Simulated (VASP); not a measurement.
A run of VASP 6.6.1 is set up as follows.

File INCAR:

```
SYSTEM = AlRu
PREC = Accurate
ENCUT = 520
EDIFF = 1E-8
ISMEAR = -1
SIGMA = 0.05
LREAL = .FALSE.
LASPH = .TRUE.
NELM = 80
ALGO = Normal
ISIF = 2
LWAVE = .FALSE.
LCHARG = .FALSE.
GGA = PS
LEFG = .TRUE.
NBANDS = 16
```

KPOINTS

```
regular mesh
0
G
  12 12 12
  0 0 0
```

File POSCAR:

```
AlRu
1.0
    2.9916000000      0.0000000000      0.0000000000
    0.0000000000      2.9916000000      0.0000000000
    0.0000000000      0.0000000000      2.9916000000
Al Ru
1 1
Direct
    0.0000000000      0.0000000000      0.0000000000
    0.5000000000      0.5000000000      0.5000000000
```

Potentials or basis: VASP PAW PBE potentials, release 64 (Al, Ru_pv).

The run is started by

```bash
$ cat potpaw_PBE.64/Al/POTCAR potpaw_PBE.64/Ru_pv/POTCAR > POTCAR
$ mpirun -np 1 vasp_std > vasp.out
```

Task: Estimate the pressure.

Result: -3.3 GPa.

Caveat: without QUAD_EFG the Cq values of the log hold for a quadrupole moment of 1 mb, not for the nuclei; the PAW data sets were made with another functional, which shifts forces and pressure a little.
